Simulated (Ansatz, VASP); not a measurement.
# I in VASP and in Ansatz

```
I
1.0
     4.32653   -2.26005    0.38117
     4.32653    2.26005    0.38117
    -1.42816    0.00000    9.91759
I
4
Direct
  0.84756 0.65229 0.12193
  0.34771 0.15244 0.37807
  0.15244 0.34771 0.87807
  0.65229 0.84756 0.62193
```

Alike in both runs: functional PBE; k mesh 4 × 4 × 2; occupations gaussian, width 0.1 eV; no spin polarisation.

Ansatz relaxed the structure, and its values are those at the end. VASP's run is a single point on that final structure, the one shown.

|  | VASP | Ansatz |
| --- | --- | --- |
| version | VASP 6.6.1 | Ansatz 0.2.0 |
| potentials or method | VASP PAW PBE potentials, release 64 (I), cutoff 520 eV | scalar-relativistic, plane waves, PAW |
| valence electrons in the cell | 28 | 68 |

|  | VASP | Ansatz | Ansatz less VASP |
| --- | --- | --- | --- |
| gap on the k mesh at the Fermi level (eV) | 0.93 | 0.92 | -0.007 |
| least direct gap on the mesh (eV) | 0.95 | 0.94 | -0.006 |
| pressure (GPa) | 0.0 | 0.1 | +0.03 |
| rms of the force components (eV/Å) | 0.006 | 0.015 | +0.0085 |

VASP's potentials hold 28 valence electrons a cell and Ansatz's 68, so a difference there can come from the potentials and not from the codes.

Neither program's run includes spin-orbit coupling.
